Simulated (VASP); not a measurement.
Set up this calculation in VASP 6.6.1, as the native input.

```
Task                   : single point
Functional             : PBE
Potentials or basis    : VASP PAW PBE potentials, release 64 (Al, N)
Cutoff                 : 520 eV
k mesh                 : 2 × 2 × 3
Occupations            : gaussian, width 0.01 eV
Spin                   : no spin polarisation
Dipole correction      : no
Further INCAR settings : LREAL = Auto; ALGO = Normal; EDIFF = 1e-06; NBANDS = 46
```

The structure of AlN (AlN (P6_3mc)) lies in POSCAR:

```
AlN
1.0
    6.2595139332      0.0000000574      0.0000000000
   -3.1297570163      5.4208980528      0.0000000000
    0.0000000000      0.0000000000      5.0174032533
Al N
8 8
Direct
    0.3333333333      0.1666666667      0.4992353700
    0.1666666667      0.3333333333      0.9992353700
    0.3333333333      0.6666666667      0.4992353700
    0.1666666667      0.8333333333      0.9992353700
    0.8333333333      0.1666666667      0.4992353700
    0.6666666667      0.3333333333      0.9992353700
    0.8333333333      0.6666666667      0.4992353700
    0.6666666667      0.8333333333      0.9992353700
    0.3333333333      0.1666666667      0.8807646300
    0.1666666667      0.3333333333      0.3807646300
    0.3333333333      0.6666666667      0.8807646300
    0.1666666667      0.8333333333      0.3807646300
    0.8333333333      0.1666666667      0.8807646300
    0.6666666667      0.3333333333      0.3807646300
    0.8333333333      0.6666666667      0.8807646300
    0.6666666667      0.8333333333      0.3807646300
```

These files were run (other wordings do the same):

INCAR

```
SYSTEM = AlN
ALGO     = Normal         ! electronic algorithm
EDIFF    = 1E-6           ! SCF threshold, eV
ENCUT    = 520            ! plane-wave cutoff, eV
GGA      = PE             ! functional
ISIF     = 2              ! what is computed and relaxed
ISMEAR   = 0              ! smearing method
LASPH    = .True.         ! aspherical terms in the spheres
LCHARG   = .False.        ! write CHGCAR
LREAL    = Auto         
LWAVE    = .False.        ! write WAVECAR
NBANDS   = 46             ! bands
NELM     = 80             ! most SCF steps
PREC     = Accurate       ! precision mode
SIGMA    = 0.01           ! smearing width, eV
```

KPOINTS

```
k-points
0
Gamma
  2 2 3
  0 0 0
```

Potentials or basis: VASP PAW PBE potentials, release 64 (Al, N).

Launch:

```bash
$ cat potpaw_PBE.64/Al/POTCAR potpaw_PBE.64/N/POTCAR > POTCAR
$ mpirun -np 1 vasp_std > vasp.out
```

It gave:

```yaml
Pressure: -0.2 GPa
Largest_force: 0.012 eV/Å
Band_gap_on_the_k_mesh: 4.04 eV
```

Caveat: the k points lie up to 0.58 Å⁻¹ apart.

It took 50 s on 1 thread of Intel(R) Xeon(R) Platinum 8375C CPU @ 2.90GHz (Ice Lake) (shared host), peak memory 0.29 GiB.
